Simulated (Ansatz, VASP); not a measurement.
**HBrF2: VASP beside Ansatz**

Contents of POSCAR:

```
HBrF2
1.0
    0.0000000000      4.8024230000      4.8024230000
    4.8024230000      0.0000000000      4.8024230000
    4.8024230000      4.8024230000      0.0000000000
F Br H
8 4 4
Direct
    0.2389900000      0.2389900000      0.2389900000
    0.2169700000      0.7610100000      0.7610100000
    0.2389900000      0.2389900000      0.7830300000
    0.7610100000      0.2169700000      0.7610100000
    0.7830300000      0.2389900000      0.2389900000
    0.7610100000      0.7610100000      0.7610100000
    0.2389900000      0.7830300000      0.2389900000
    0.7610100000      0.7610100000      0.2169700000
    0.0000000000      0.0000000000      0.0000000000
    0.5000000000      0.0000000000      0.0000000000
    0.0000000000      0.0000000000      0.5000000000
    0.0000000000      0.5000000000      0.0000000000
    0.5000000000      0.5000000000      0.5000000000
    0.0000000000      0.5000000000      0.5000000000
    0.5000000000      0.5000000000      0.0000000000
    0.5000000000      0.0000000000      0.5000000000
```

Contents of INCAR.step1:

```
SYSTEM = HBrF2
PREC     = Accurate       ! precision mode
ENCUT    = 520            ! plane-wave cutoff, eV
ISMEAR   = -1             ! smearing method
SIGMA    = 0.1            ! smearing width, eV
LREAL    = Auto         
LASPH    = .TRUE.         ! aspherical terms in the spheres
NELM     = 80             ! most SCF steps
NBANDS   = 58             ! bands
GGA      = PE             ! functional
ALGO     = Normal         ! electronic algorithm
EDIFF    = 1E-4           ! SCF threshold, eV
LWAVE    = .TRUE.         ! write WAVECAR
LCHARG   = .FALSE.        ! write CHGCAR
```

The input INCAR.step2:

```
SYSTEM = HBrF2
PREC     = Accurate       ! precision mode
ENCUT    = 520            ! plane-wave cutoff, eV
EDIFF    = 1E-7           ! SCF threshold, eV
ISMEAR   = -1             ! smearing method
SIGMA    = 0.1            ! smearing width, eV
LREAL    = Auto         
LASPH    = .TRUE.         ! aspherical terms in the spheres
NELM     = 80             ! most SCF steps
ALGO     = Normal         ! electronic algorithm
ISIF     = 2              ! what is computed and relaxed
LWAVE    = .FALSE.        ! write WAVECAR
LCHARG   = .TRUE.         ! write CHGCAR
METAGGA  = R2SCAN         ! meta-GGA
LMIXTAU  = .TRUE.       
LELF     = .TRUE.         ! ELF
LVHAR    = .TRUE.       
NBANDS   = 58             ! bands
ISTART   = 1
```

Contents of KPOINTS:

```
Automatic mesh
0
G
  6 6 6
  0 0 0
```

Input for Ansatz:

```yaml
crystal:
  lattice:
    - [0.0, 4.802423, 4.802423]
    - [4.802423, 0.0, 4.802423]
    - [4.802423, 4.802423, 0.0]
  atoms:
    - { symbol: F, position: [0.23899, 0.23899, 0.23899] }
    - { symbol: F, position: [0.21697, 0.76101, 0.76101] }
    - { symbol: F, position: [0.23899, 0.23899, 0.78303] }
    - { symbol: F, position: [0.76101, 0.21697, 0.76101] }
    - { symbol: F, position: [0.78303, 0.23899, 0.23899] }
    - { symbol: F, position: [0.76101, 0.76101, 0.76101] }
    - { symbol: F, position: [0.23899, 0.78303, 0.23899] }
    - { symbol: F, position: [0.76101, 0.76101, 0.21697] }
    - { symbol: Br, position: [0.0, 0.0, 0.0] }
    - { symbol: Br, position: [0.5, 0.0, 0.0] }
    - { symbol: Br, position: [0.0, 0.0, 0.5] }
    - { symbol: Br, position: [0.0, 0.5, 0.0] }
    - { symbol: H, position: [0.5, 0.5, 0.5] }
    - { symbol: H, position: [0.0, 0.5, 0.5] }
    - { symbol: H, position: [0.5, 0.5, 0.0] }
    - { symbol: H, position: [0.5, 0.0, 0.5] }
  symmetry: { tolerance: 0.0003 }
kpoints:
  mp_grid: { grid: [6, 6, 6], shift: [0, 0, 0] }
magnetization:
  spin_polarized: false
scf:
  occupations: { method: fermi_dirac }
  lower_state_search: "off"
  max_iter: 200
hamiltonian:
  pseudopotentials: { kind: paw }
  xc: r2scan
basis:
  ecutwfc: 500
  fft_grid_basis: typed
output:
  forces: true
  stress: true
  eigenvalues: true
  bader: true
  populations: true
  elf: true
  write_potential: true
  volumetric_format: npy
  dos:
    e_range: [-12, 8]
    de: 0.05
    projected: { site_lists: { Br: [Br], F: [F], H: [H] } }
checkpoint:
  read: saved_state
```

Alike in both runs: task single point; functional r2SCAN; k mesh 6 × 6 × 6; no spin polarisation.

|  | VASP | Ansatz |
| --- | --- | --- |
| version | VASP 6.6.1 | Ansatz 0.2.0 |
| potentials or method | VASP PAW PBE potentials, release 64 (F, Br, H), cutoff 520 eV | PAW plane waves |
| occupations | fermi-dirac, width 0.1 eV | fermi-dirac |
| valence electrons in the cell | 88 | 88 |

Ansatz gave:

* pressure (GPa): 8.7
* rms of the force components (eV/Å): 0.527

**Question.** Estimate VASP's values.

**Answer.** Pressure (GPa): 8.5; rms of the force components (eV/Å): 0.533.

VASP's potentials were made for PBE, not for r2SCAN. Atom by atom the forces differ by 0.007 eV/Å (rms over components).
